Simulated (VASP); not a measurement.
# Al2Cu (P-3m1) in VASP: a series of runs, part 2 of 2

VASP 6.6.1.

### Step 5. Single point, r2SCAN

File POSCAR:

```
Al2Cu
1.0
    2.8664976338      0.0000000000      0.0000000000
   -1.4332488169      2.4824597707      0.0000000000
    0.0000000000      0.0000000000      6.2270223000
Al Cu
2 1
Direct
    0.3333333333      0.6666666667      0.1840140000
    0.6666666667      0.3333333333      0.8159860000
    0.0000000000      0.0000000000      0.5000000000
```

File INCAR.step1:

```
SYSTEM = Al2Cu
PREC = Accurate ; ENCUT = 520
ISMEAR = 0 ; SIGMA = 0.1
LREAL = .FALSE. ; LASPH = .TRUE.
NELM = 80 ; NBANDS = 16
GGA = PE ; ALGO = Normal
EDIFF = 1E-4 ; LWAVE = .TRUE.
LCHARG = .FALSE.
```

File INCAR.step2:

```
SYSTEM = Al2Cu
PREC = Accurate ; ENCUT = 520
EDIFF = 1E-6 ; ISMEAR = 0
SIGMA = 0.1 ; LREAL = .FALSE.
LASPH = .TRUE. ; NELM = 80
ALGO = Normal ; ISIF = 2
LWAVE = .FALSE. ; LCHARG = .TRUE.
METAGGA = R2SCAN ; LMIXTAU = .TRUE.
LELF = .TRUE. ; LVHAR = .TRUE.
NBANDS = 16 ; ISTART = 1
```

File KPOINTS:

```
regular mesh
0
G
  18 18 8
  0 0 0
```

Potentials or basis: VASP PAW PBE potentials, release 64 (Al, Cu).

On the command line:

```bash
$ cat potpaw_PBE.64/Al/POTCAR potpaw_PBE.64/Cu/POTCAR > POTCAR
$ cp INCAR.step1 INCAR
$ mpirun -np 1 vasp_std > vasp.out
$ cp INCAR.step2 INCAR
$ mpirun -np 1 vasp_std > vasp.out
```

OUTCAR:

```text
SYSTEM = Al2Cu
   PREC = Accurate
   ENCUT = 520
   EDIFF = 1E-6
   ISMEAR = 0
   LREAL = .FALSE.
   LASPH = .TRUE.
   NELM = 80
   ISIF = 2
   METAGGA = R2SCAN
   ISTART = 1

 ion  position               nearest neighbor table
   1  0.333  0.667  0.184-   3 2.57   3 2.57   3 2.57   2 2.83   2 2.83   2 2.83
   2  0.667  0.333  0.816-   3 2.57   3 2.57   3 2.57   1 2.83   1 2.83   1 2.83
   3  0.000  0.000  0.500-   1 2.57   2 2.57   1 2.57   2 2.57   2 2.57   1 2.57

  LATTYP: Found a hexagonal cell.
 ALAT       =     2.8664976338
 C/A-ratio  =     2.1723451736

  Lattice vectors:

 A1 = (   2.8664976338,   0.0000000000,   0.0000000000)
 A2 = (  -1.4332488169,   2.4824597707,   0.0000000000)
 A3 = (   0.0000000000,   0.0000000000,   6.2270223000)

Analysis of symmetry for initial positions (statically):
=====================================================================
 Subroutine PRICEL returns:
 Original cell was already a primitive cell.

 Routine SETGRP: Setting up the symmetry group for a
 hexagonal supercell.

 Subroutine GETGRP returns: Found 12 space group operations
[... 168 lines left out ...]
 E-fermi :   8.0749     XC(G=0): -11.7216

 val. band max:        8.0661672128   @ k =   0.3333  -0.0000   0.3750
 cond. band min:       8.1081358365   @ k =  -0.2222   0.5000   0.2500
 fundamental gap:      0.0419686236
 Fermi energy:         8.0748891593

 k-point     1 :       0.0000    0.0000    0.0000
  band No.  band energies     occupation
      1      -3.5412      2.00000
      2       0.1885      2.00000
      3       0.9731      2.00000
      4       3.9875      2.00000
      5       4.3802      2.00000
      6       4.3804      2.00000
[... 433 lines left out ...]
      3       3.4625      2.00000
      4       3.8610      2.00000
      5       4.2929      2.00000
      6       4.9704      2.00000
[... 8 lines left out ...]
     15      17.4163      0.00000
     16      18.3059      0.00000

 [... further k-points ...]

------------------------ aborting loop because EDIFF is reached ----------------------------------------

  FORCE on cell =-STRESS in cart. coord.  units (eV):
  Direction    XX          YY          ZZ          XY          YZ          ZX
  --------------------------------------------------------------------------------------
  -------------------------------------------------------------------------------------
  Total       -0.9947456     -0.9947456     -0.8714877      0.0000000     -0.0000000     -0.0000000
  in kB      -35.9673458    -35.9673457    -31.5106673      0.0000000     -0.0000000     -0.0000000
  external PRESSURE =     -34.4817863 kB  Pullay stress =       0.0000000 kB

 VOLUME and BASIS-vectors are now :
 -----------------------------------------------------------------------------
  energy-cutoff  :      520.00
  volume of cell :       44.31
      direct lattice vectors                 reciprocal lattice vectors
     2.866497634  0.000000000  0.000000000     0.348857780  0.201413133  0.000000000
    -1.433248817  2.482459771  0.000000000     0.000000000  0.402826266  0.000000000
     0.000000000  0.000000000  6.227022300     0.000000000  0.000000000  0.160590400

 POSITION                                       TOTAL-FORCE (eV/Angst)
 -----------------------------------------------------------------------------------
     -0.00000      1.65497      1.14586         0.000000     -0.000000      0.036114
      1.43325      0.82749      5.08116         0.000000      0.000000     -0.036114
      0.00000      0.00000      3.11351        -0.000000      0.000000      0.000000
 -----------------------------------------------------------------------------------
    total drift:                                0.000000     -0.000000      0.000000

  FREE ENERGIE OF THE ION-ELECTRON SYSTEM (eV)
  ---------------------------------------------------
  free  energy   TOTEN  =       -24.5806867203 eV

  energy  without entropy=      -24.5772408511  energy(sigma->0) =      -24.57896379
```

OUTCAR.step1:

```text
SYSTEM = Al2Cu
   PREC = Accurate
   ENCUT = 520
   ISMEAR = 0
   LREAL = .FALSE.
   LASPH = .TRUE.
[... 682 lines left out ...]
     -0.00000      1.65497      1.14586        -0.000000     -0.000000     -0.027233
      1.43325      0.82749      5.08116        -0.000000      0.000000      0.027233
      0.00000      0.00000      3.11351         0.000000      0.000000      0.000000
 -----------------------------------------------------------------------------------
    total drift:                                0.000000      0.000000      0.000000

  FREE ENERGIE OF THE ION-ELECTRON SYSTEM (eV)
  ---------------------------------------------------
  free  energy   TOTEN  =       -11.5211632960 eV

  energy  without entropy=      -11.5171671856  energy(sigma->0) =      -11.51916524
```

It took 7 min on 1 thread of Intel Xeon 6975P-C, shared host; peak memory 0.32 GiB.

Results:

* Free energy: -24.5807 eV
* Pressure: -3.4 GPa
* Largest force: 0.036 eV/Å

Forces on the atoms (eV/Å):
```
Al   0.000  0.000  0.036
Al   0.000  0.000 -0.036
Cu   0.000  0.000  0.000
```

Stress tensor (GPa, compression positive):
```
-3.60  0.00  0.00
 0.00 -3.60  0.00
 0.00  0.00 -3.15
```

Caveat: the PAW data sets were made with another functional, which shifts forces and pressure a little.

### Step 6. Summary

```tsv
level	cell	k mesh	smearing	gap on the mesh (eV)	pressure (GPa)	largest force (eV/Å)
PBE	a = 2.866, b = 2.866, c = 6.227 Å, angles 90.0, 90.0, 120.0°, 3 atoms	18 × 18 × 8	gaussian 0.1 eV	none	0.2	0.02
PBE	a = 2.866, b = 4.965, c = 6.227 Å, 6 atoms	8 × 4 × 4	gaussian 0.2 eV	none	0.0	0.11
r2SCAN	a = 2.866, b = 2.866, c = 6.227 Å, angles 90.0, 90.0, 120.0°, 3 atoms	18 × 18 × 8	gaussian 0.1 eV	none	-3.4	0.04
```

Alike in all rows: task single point; potentials or basis VASP PAW PBE potentials, release 64 (Al, Cu); no spin polarisation; cutoff (eV) 520.

Caveats: the PAW data sets were made with another functional, which shifts forces and pressure a little (some runs).

Absolute energies hang on the potentials; compare differences alone.
